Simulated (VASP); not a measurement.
# C (P6/mmm) in VASP: a series of runs

The runs below take C through single point, relaxation of cell and atoms, with PBE.

All numbers are computed with VASP 6.6.1; they aren't measurements. Logs are shortened: lines on timing, memory, paths and dates and some standing lists are left out, and cuts for length are marked.

### Step 1. The cell of the first run

It takes space group P6/mmm (No. 191, hexagonal). The conventional cell has a = 3.403 Å, b = 3.403 Å, c = 1.215 Å, α = 90.00°, β = 90.00°, γ = 120.00°. C (site symmetry 6/mmm) has 2 C at 1.21 Å within 1.6 Å. Within 1.6 Å of C (site symmetry -6m2) lie 2 C at 1.21 Å.

### Step 2. Single point, PBE

INCAR reads:

```
PREC = Accurate ; ENCUT = 520
EDIFF = 1E-6 ; ISMEAR = -1
SIGMA = 0.05 ; LREAL = F
LASPH = T ; NELM = 80
ALGO = Normal ; ISIF = 2
LWAVE = F ; LCHARG = F
GGA = PE ; NBANDS = 13
```

KPOINTS reads:

```
Automatic mesh
0
Gamma
  14 14 19
```

POSCAR reads:

```
C
1.0
    3.4032952489      0.0000000000      0.0000000000
   -1.7016476244      2.9473401421      0.0000000000
    0.0000000000      0.0000000000      1.2145531571
C
3
Direct
    0.0000000000      0.0000000000      0.0000000000
    0.3333333333      0.6666666667      0.5000000000
    0.6666666667      0.3333333333      0.5000000000
```

Potentials or basis: VASP PAW PBE potentials, release 64 (C).

Launch:

```
$ cat potpaw_PBE.64/C/POTCAR > POTCAR
$ mpirun -np 1 vasp_std > vasp.out
```

OUTCAR:

```text
PREC = Accurate
   ENCUT = 520
   EDIFF = 1E-6
   ISMEAR = -1
   LREAL = F
   LASPH = T
   NELM = 80
   ISIF = 2
   GGA = PE

 ion  position               nearest neighbor table
   1  0.000  0.000  0.000-   2 2.06   3 2.06   2 2.06   3 2.06   2 2.06   2 2.06   3 2.06   3 2.06
                             3 2.06   3 2.06   2 2.06   2 2.06
   2  0.333  0.667  0.500-   3 1.96   3 1.96   3 1.96   1 2.06   1 2.06   1 2.06   1 2.06   1 2.06
                             1 2.06
   3  0.667  0.333  0.500-   2 1.96   2 1.96   2 1.96   1 2.06   1 2.06   1 2.06   1 2.06   1 2.06
                             1 2.06

  LATTYP: Found a hexagonal cell.
 ALAT       =     3.4032952489
 C/A-ratio  =     0.3568756362

  Lattice vectors:

 A1 = (   3.4032952489,   0.0000000000,   0.0000000000)
 A2 = (  -1.7016476244,   2.9473401421,   0.0000000000)
 A3 = (   0.0000000000,   0.0000000000,   1.2145531571)

Analysis of symmetry for initial positions (statically):
=====================================================================
 Subroutine PRICEL returns:
 Original cell was already a primitive cell.

 Routine SETGRP: Setting up the symmetry group for a
 hexagonal supercell.

 Subroutine GETGRP returns: Found 24 space group operations
 (whereof 24 operations were pure point group operations)
 out of a pool of 24 trial point group operations.

The static configuration has the point symmetry D_6h.

Analysis of symmetry for dynamics (positions and initial velocities):
=====================================================================
 Subroutine PRICEL returns:
 Original cell was already a primitive cell.

 Routine SETGRP: Setting up the symmetry group for a
 hexagonal supercell.

 Subroutine GETGRP returns: Found 24 space group operations
 (whereof 24 operations were pure point group operations)
 out of a pool of 24 trial point group operations.

The dynamic configuration has the point symmetry D_6h.

 Subroutine INISYM returns: Found 24 space group operations
 (whereof 24 operations are pure point group operations),
 and found     1 'primitive' translations

----------------------------------------------------------------------------------------

                                     Primitive cell

  volume of cell :      12.1828

  direct lattice vectors                    reciprocal lattice vectors
     3.403295249  0.000000000  0.000000000     0.293832867  0.169644485  0.000000000
    -1.701647624  2.947340142  0.000000000     0.000000000  0.339288970  0.000000000
     0.000000000  0.000000000  1.214553157     0.000000000  0.000000000  0.823348072

  length of vectors
     3.403295249  3.403295249  1.214553157     0.339288970  0.339288970  0.823348072

  position of ions in fractional coordinates (direct lattice)
     0.000000000  0.000000000  0.000000000
     0.333333333  0.666666667  0.500000000
     0.666666667  0.333333333  0.500000000

  ion indices of the primitive-cell ions
   primitive index   ion index
                 1           1
                 2           2
                 3           3

----------------------------------------------------------------------------------------

 KPOINTS: Automatic mesh

Automatic generation of k-mesh.
 Grid dimensions read from file:
 generate k-points for:   14   14   19

 Generating k-lattice:

  Cartesian coordinates                     Fractional coordinates (reciprocal lattice)
     0.020988062  0.012117463  0.000000000     0.071428571  0.000000000  0.000000000
     0.000000000  0.024234926  0.000000000     0.000000000  0.071428571  0.000000000
     0.000000000  0.000000000  0.043334109     0.000000000  0.000000000  0.052631579

  Length of vectors
     0.024234926  0.024234926  0.043334109

  Shift w.r.t. Gamma in fractional coordinates (k-lattice)
     0.000000000  0.000000000  0.000000000

 Subroutine IBZKPT returns following result:
 ===========================================

 Found    240 irreducible k-points:

 Following reciprocal coordinates:
            Coordinates               Weight
  0.000000  0.000000  0.000000      1.000000
  0.071429  0.000000  0.000000      6.000000
  0.142857  0.000000  0.000000      6.000000
  0.214286  0.000000  0.000000      6.000000
  0.285714 -0.000000  0.000000      6.000000
  0.357143 -0.000000  0.000000      6.000000
[... 16 lines left out ...]
  0.285714  0.285714  0.000000      6.000000
  0.357143  0.285714  0.000000      6.000000
 [... further k-points ...]
   k-points           NKPTS =    240   k-points in BZ     NKDIM =    240   number of bands    NBANDS=     13
   number of dos      NEDOS =    301   number of ions     NIONS =      3
   total plane-waves  NPLWV =   7840
   dimension x,y,z NGX =    28 NGY =   28 NGZ =   10
   dimension x,y,z NGXF=    56 NGYF=   56 NGZF=   20
   ions per type =               3
   NGX,Y,Z   is equivalent  to a cutoff of  13.68, 13.68, 13.69 a.u.
   NGXF,Y,Z  is equivalent  to a cutoff of  27.36, 27.36, 27.38 a.u.
 SYSTEM =  unknown system
[... 24 lines left out ...]
   ISMEAR =    -1;   SIGMA  =   0.05  broadening in eV -4-tet -1-fermi 0-gaus
   EFERMI_NEDOS =   21; number of points for ismear=-14 and -15
   IALGO  =     38    algorithm
   IMIX   =      4    mixing-type and parameters
     AMIX     =   0.40;   BMIX     =  1.00
     AMIX_MAG =   1.60;   BMIX_MAG =  1.00
  volume/ion in A,a.u.               =       4.06        27.40
  Fermi-wavevector in a.u.,A,eV,Ry     =   1.628870  3.078118 36.099218  2.653218
  Thomas-Fermi vector in A             =   2.721430
   LORBIT       =      0    0 simple, 1 ext, 2 COOP (PROOUT), +10 PAW based schemes
   GGA     = PE    functional components
[... 5 lines left out ...]
 non-spin polarized calculation
  energy-cutoff  :      520.00
  volume of cell :       12.18
 maximum number of plane-waves:       340
 NGX is ok and might be reduce to    28
   NGX = 13   NGY = 13   NGZ =  5

 number of electron      12.0000000 magnetization

 Free energy of the ion-electron system (eV)
  ---------------------------------------------------
  ext. energy  EPLUGINS =         0.00000000
  ---------------------------------------------------
  free energy    TOTEN  =       -13.25234002 eV

  energy without entropy =      -13.24534572  energy(sigma->0) =      -13.24884287

 E-fermi :  16.2095     XC(G=0): -15.2516

 val. band max:       16.2064770570   @ k =   0.4286   0.0714   0.1579
 cond. band min:      16.2142560844   @ k =   0.5000  -0.0000   0.3158
 fundamental gap:      0.0077790273
 Fermi energy:        16.2095480128

 k-point     1 :       0.0000    0.0000    0.0000
  band No.  band energies     occupation
      1     -11.2471      2.00000
      2       1.1469      2.00000
      3       1.2055      2.00000
      4       3.0752      2.00000
      5       3.0752      2.00000
      6       3.0979      2.00000
      7       3.0979      2.00000
      8      18.5604      0.00000
      9      18.5604      0.00000
     10      40.6335      0.00000
     11      42.7995      0.00000
     12      42.7995      0.00000
     13      45.0827      0.00000

 k-point     2 :       0.0714    0.0000    0.0000
  band No.  band energies     occupation
      1     -11.1758      2.00000
      2       0.3346      2.00000
      3       0.7795      2.00000
      4       2.1009      2.00000
      5       2.9807      2.00000
      6       4.2072      2.00000
      7       4.6414      2.00000
      8      18.2713      0.00000
      9      18.4520      0.00000
     10      40.8364      0.00000
     11      41.7492      0.00000
     12      42.8301      0.00000
     13      43.0866      0.00000

 k-point     3 :       0.1429    0.0000    0.0000
  band No.  band energies     occupation
      1     -10.9621      2.00000
      2      -1.2094      2.00000
      3       0.2135      2.00000
      4       1.2573      2.00000
      5       3.8048      2.00000
      6       5.4528      2.00000
      7       6.5480      2.00000
      8      17.4648      0.00000
      9      18.1181      0.00000
     10      39.9221      0.00000
     11      40.1566      0.00000
     12      41.2800      0.00000
     13      41.5192      0.00000
[... 305 lines left out ...]
 k-point    23 :       0.2857    0.2857    0.0000
  band No.  band energies     occupation
      1      -7.8397      2.00000
      2      -5.8842      2.00000
      3      -5.8537      2.00000
      4       5.4509      2.00000
      5       5.4606      2.00000
      6       8.8747      2.00000
      7      14.1872      2.00000
      8      14.2149      2.00000
      9      15.4553      2.00000
     10      31.7538      0.00000
     11      31.7603      0.00000
     12      32.4842      0.00000
     13      49.3824      0.00000

 k-point    24 :       0.3571    0.2857    0.0000
  band No.  band energies     occupation
      1      -6.9384      2.00000
      2      -6.9072      2.00000
      3      -5.9389      2.00000
      4       5.3995      2.00000
      5       7.1333      2.00000
      6       7.1419      2.00000
      7      14.6614      2.00000
      8      14.8958      2.00000
      9      14.9336      2.00000
     10      31.1989      0.00000
     11      31.9056      0.00000
     12      31.9059      0.00000
     13      50.7965      0.00000

 [... further k-points ...]
[... 5 lines left out ...]
  --------------------------------------------------------------------------------------
  -------------------------------------------------------------------------------------
  Total       28.9072935     28.9072935     28.8438121      0.0000000     -0.0000000     -0.0000000
  in kB     3801.6453629   3801.6453629   3793.2968175      0.0000001     -0.0000000     -0.0000000
  external PRESSURE =    3798.8625144 kB  Pullay stress =       0.0000000 kB

 VOLUME and BASIS-vectors are now :
 -----------------------------------------------------------------------------
  energy-cutoff  :      520.00
  volume of cell :       12.18
      direct lattice vectors                 reciprocal lattice vectors
     3.403295249  0.000000000  0.000000000     0.293832867  0.169644485  0.000000000
    -1.701647624  2.947340142  0.000000000     0.000000000  0.339288970  0.000000000
     0.000000000  0.000000000  1.214553157     0.000000000  0.000000000  0.823348072

 POSITION                                       TOTAL-FORCE (eV/Angst)
 -----------------------------------------------------------------------------------
      0.00000      0.00000      0.00000        -0.000000      0.000000      0.000000
     -0.00000      1.96489      0.60728         0.000000      0.000000     -0.000000
      1.70165      0.98245      0.60728        -0.000000      0.000000      0.000000
 -----------------------------------------------------------------------------------
    total drift:                                0.000000     -0.000000     -0.000000

  FREE ENERGIE OF THE ION-ELECTRON SYSTEM (eV)
  ---------------------------------------------------
  free  energy   TOTEN  =       -13.2523400209 eV

  energy  without entropy=      -13.2453457247  energy(sigma->0) =      -13.24884287
```

Wall time 28 s (1 thread of Intel Xeon Platinum 8259CL at 2.50GHz (Skylake/Cascade Lake), shared host); peak memory 0.14 GiB.

Results:

- Free energy: -13.2523 eV
- Pressure: 379.9 GPa
- Band gap on the k mesh: zero (band 6 reaches 22.25 eV, above the bottom of band 7 at 3.10 eV)

Levels at points of the mesh, in eV from the Fermi level:
```
           k point  band 3  band 4  band 5  band 6  band 7  band 8  band 9  band 10  band 11  band 12
(0.00, 0.00, 0.00)  -15.00  -13.13  -13.13  -13.11  -13.11    2.35    2.35    24.42    26.59    26.59
(0.50, 0.00, 0.00)  -17.41  -16.90   -5.97   -5.96   -3.39   -3.33   -2.23    14.00    19.96    19.97
```

### Step 3. Single point, PBE

INCAR reads:

```
SYSTEM = C
PREC = Accurate
ENCUT = 520
EDIFF = 1E-6
ISMEAR = -1
SIGMA = 0.05
LREAL = .FALSE.
LASPH = .TRUE.
NELM = 60
ALGO = Normal
ISIF = 2
LWAVE = .FALSE.
LCHARG = .TRUE.
GGA = PE
LELF = .TRUE.
LVHAR = .TRUE.
NBANDS = 13
```

KPOINTS reads:

```
Automatic mesh
0
G
  14 14 19
  0 0 0
```

POSCAR reads:

```
C
1.0
    3.4036252944      0.0000000000      0.0000000000
   -1.7018126472      2.9476259699      0.0000000000
    0.0000000000      0.0000000000      1.2140755169
C
3
Direct
    0.0000000000      0.0000000000      0.0000000000
    0.3333333333      0.6666666667      0.5000000000
    0.6666666667      0.3333333333      0.5000000000
```

Potentials or basis: VASP PAW PBE potentials, release 64 (C).

Launch:

```
$ cat potpaw_PBE.64/C/POTCAR > POTCAR
$ mpirun -np 1 vasp_std > vasp.out
```

Wall time 30 s (1 thread of Intel Xeon Platinum 8259CL at 2.50GHz (Skylake/Cascade Lake), shared host); peak memory 0.14 GiB.

Results (log left out):

- Free energy: -13.2466 eV
- Pressure: 380.6 GPa
- Band gap on the k mesh: zero (band 6 reaches 22.27 eV, above the bottom of band 7 at 3.09 eV)

Stress tensor (GPa, compression positive):
```
380.37   0.00   0.00
  0.00 380.37   0.00
  0.00   0.00 381.20
```

Levels at points of the mesh, in eV from the Fermi level:
| k point | band 5 | band 6 | band 7 | band 8 | band 9 | band 10 |
| --- | --- | --- | --- | --- | --- | --- |
| (0.00, 0.00, 0.00) | -13.14 | -13.11 | -13.11 | 2.34 | 2.34 | 24.42 |
| (0.50, 0.00, 0.00) | -5.97 | -5.97 | -3.39 | -3.34 | -2.23 | 14.00 |

### Step 4. Relaxation of cell and atoms, PBE, target pressure 380 GPa, at which the enthalpy is minimised

This run uses another cell than the first one, of 3.59 Å³/atom, 0.884 times its volume.

INCAR reads:

```
  ALGO = Normal
  EDIFF = 1E-6
  EDIFFG = -0.005
  ENCUT = 600
  GGA = PE
  IBRION = 2
  ISIF = 3
  ISMEAR = -1
  LASPH = T
  LCHARG = F
  LREAL = F
  LWAVE = F
  NELM = 100
  NSW = 60
  PREC = Accurate
  PSTRESS = 3800.0
  SIGMA = 0.05
```

KPOINTS reads:

```
k-points
0
Gamma
  14 14 19
```

POSCAR reads:

```
C
1.0
    2.7173689090      0.0000000000      0.0000000000
   -1.3586844545      2.3533105066      0.0000000000
    0.0000000000      0.0000000000      1.6847687236
C
3
Direct
    0.0000000000      0.0000000000      0.0000000000
    0.3333333333      0.6666666667      0.5000000000
    0.6666666667      0.3333333333      0.5000000000
```

Launch:

```
$ cat potpaw_PBE.64/C/POTCAR > POTCAR
$ mpirun -np 1 vasp_std > vasp.out
```

Wall time 69 s (1 thread of Intel Xeon 6975P-C (Granite Rapids), shared host); peak memory 0.15 GiB.

Results (log left out):

```
Free energy                                            : -13.0768 eV
Relaxed volume                                         : 4.04 Å³/atom
Relaxed cell                                           : a = 3.391 Å, b = 3.391 Å, c = 1.217 Å, α = 90.00°, β = 90.00°, γ = 120.00°
Space group after relaxing (to 0.05 Å)                 : P6/mmm (No. 191)
Energy change on relaxing (the enthalpy is what falls) : -1679.1 meV/atom
Ionic steps                                            : 16
Pressure after relaxing                                : 379.9 GPa
Band gap on the k mesh                                 : zero (band 6 reaches 22.24 eV, above the bottom of band 7 at 3.18 eV)
```

The path:
```
step  energy change (eV)  largest force (eV/Å)  pressure (GPa)  volume (Å³)
   1              0.0000                0.0000          397.27        10.77
   2             -1.4238                0.0000          326.62        11.39
   3             -0.5580                0.0000          369.54        11.00
   4             -0.8265                0.0000          360.06        11.09
   5             -1.6722                0.0000          336.50        11.31
   6             -3.1191                0.0000          320.63        11.57
   7              2.5252                0.0000          774.05        11.20
   8             -3.2307                0.0000          324.54        11.58
   9             -3.5530                0.0000          441.03        11.53
  10             -3.2598                0.0000          489.73        11.49
  11             -3.5025                0.0000          453.84        11.52
  12             -5.1703                0.0000          352.53        12.19
  13             -4.6601                0.0000          384.36        11.96
  14             -4.8093                0.0000          382.46        12.02
  15             -5.0477                0.0000          379.76        12.12
  16             -5.0374                0.0000          379.85        12.12
```

Final structure:
```xyz
3
Lattice="3.3912 0.0000 0.0000 -1.6956 2.9368 0.0000 0.0000 0.0000 1.2168" Properties=species:S:1:pos:R:3 pbc="T T T"
C     0.0000    0.0000    0.0000
C     0.0000    1.9579    0.6084
C     1.6956    0.9789    0.6084
```

Levels at points of the mesh, in eV from the Fermi level:
| k point | band 5 | band 6 | band 7 | band 8 | band 9 | band 10 |
| --- | --- | --- | --- | --- | --- | --- |
| (0.00, 0.00, 0.00) | -13.21 | -13.19 | -13.19 | 2.47 | 2.47 | 29.20 |
| (0.50, 0.00, 0.00) | -5.92 | -5.91 | -3.35 | -3.29 | -2.15 | 14.10 |

Caveat: the cell is relaxed towards a set pressure, so the enthalpy falls and the energy may rise.

### Step 5. Relaxation of cell and atoms, PBE, target pressure 380 GPa, at which the enthalpy is minimised

INCAR reads:

```
SYSTEM = C
PREC = Accurate
ENCUT = 600
EDIFF = 1E-6
ISMEAR = -1
SIGMA = 0.05
LREAL = .False.
LASPH = .True.
NELM = 100
ALGO = Normal
ISIF = 3
LWAVE = .False.
LCHARG = .False.
GGA = PE
IBRION = 2
NSW = 32
EDIFFG = -0.005
PSTRESS = 3800.0
```

KPOINTS reads:

```
Automatic mesh
0
Gamma
  14 14 19
  0 0 0
```

POSCAR reads:

```
C
1.0
    3.4032952489      0.0000000000      0.0000000000
   -1.7016476244      2.9473401421      0.0000000000
    0.0000000000      0.0000000000      1.2145531571
C
3
Direct
    0.0000000000      0.0000000000      0.0000000000
    0.3333333333      0.6666666667      0.5000000000
    0.6666666667      0.3333333333      0.5000000000
```

Launch:

```
$ cat potpaw_PBE.64/C/POTCAR > POTCAR
$ mpirun -np 1 vasp_std > vasp.out
```

It took 17 s on 1 thread of Intel Xeon 6975P-C (Granite Rapids), shared host; peak memory 0.14 GiB.

It converged, with:

| Property | Result |
| --- | --- |
| Free energy | -13.2460 eV |
| Relaxed volume | 4.06 Å³/atom |
| Relaxed cell | a = 3.403 Å, b = 3.403 Å, c = 1.214 Å, α = 90.00°, β = 90.00°, γ = 120.00° |
| Space group after relaxing (to 0.05 Å) | P6/mmm (No. 191) |
| Energy change on relaxing (the enthalpy is what falls) | +5.2 meV/atom |
| Ionic steps | 3 |
| Pressure after relaxing | 380.0 GPa |
| Band gap on the k mesh | zero (band 6 reaches 22.27 eV, above the bottom of band 7 at 3.10 eV) |

Step by step:
```
step  energy change (eV)  largest force (eV/Å)  pressure (GPa)  volume (Å³)
   1              0.0000                0.0000          378.97        12.18
   2              0.1096                0.0000          386.15        12.14
   3              0.0155                0.0000          380.01        12.18
```

Final structure:
```xyz
3
Lattice="3.4030 0.0000 0.0000 -1.7015 2.9470 0.0000 0.0000 0.0000 1.2141" Properties=species:S:1:pos:R:3 pbc="T T T"
C     0.0000    0.0000    0.0000
C     0.0000    1.9647    0.6071
C     1.7015    0.9823    0.6071
```

Levels at points of the mesh, in eV from the Fermi level:
```
           k point  band 5  band 6  band 7  band 8  band 9  band 10
(0.00, 0.00, 0.00)  -13.14  -13.12  -13.12    2.35    2.35    24.43
(0.50, 0.00, 0.00)   -5.97   -5.97   -3.39   -3.34   -2.23    14.00
```

Caveat: the cell is relaxed towards a set pressure, so the enthalpy falls and the energy may rise.

### Step 6. Overview

| task | cell | cutoff (eV) | gap on the mesh (eV) | pressure (GPa) |
| --- | --- | --- | --- | --- |
| single point | a = 3.403, b = 3.403, c = 1.215 Å, angles 90.0, 90.0, 120.0°, 3 atoms | 520 | none | 379.9 |
| single point | a = 3.404, b = 3.404, c = 1.214 Å, angles 90.0, 90.0, 120.0°, 3 atoms | 520 | none | 380.6 |
| relaxation of cell and atoms | relaxed to 380 GPa from a = 2.717, b = 2.717, c = 1.685 Å, angles 90.0, 90.0, 120.0°, 3 atoms | 600 | none | 379.9 |
| relaxation of cell and atoms | relaxed to 380 GPa from a = 3.403, b = 3.403, c = 1.215 Å, angles 90.0, 90.0, 120.0°, 3 atoms | 600 | none | 380.0 |

Alike in all rows: level PBE; potentials or basis VASP PAW PBE potentials, release 64 (C); no spin polarisation; k mesh 14 × 14 × 19; smearing fermi-dirac 0.05 eV.

Caveats: the cell is relaxed towards a set pressure, so the enthalpy falls and the energy may rise (some runs).

Absolute energies hang on the potentials; compare differences alone.
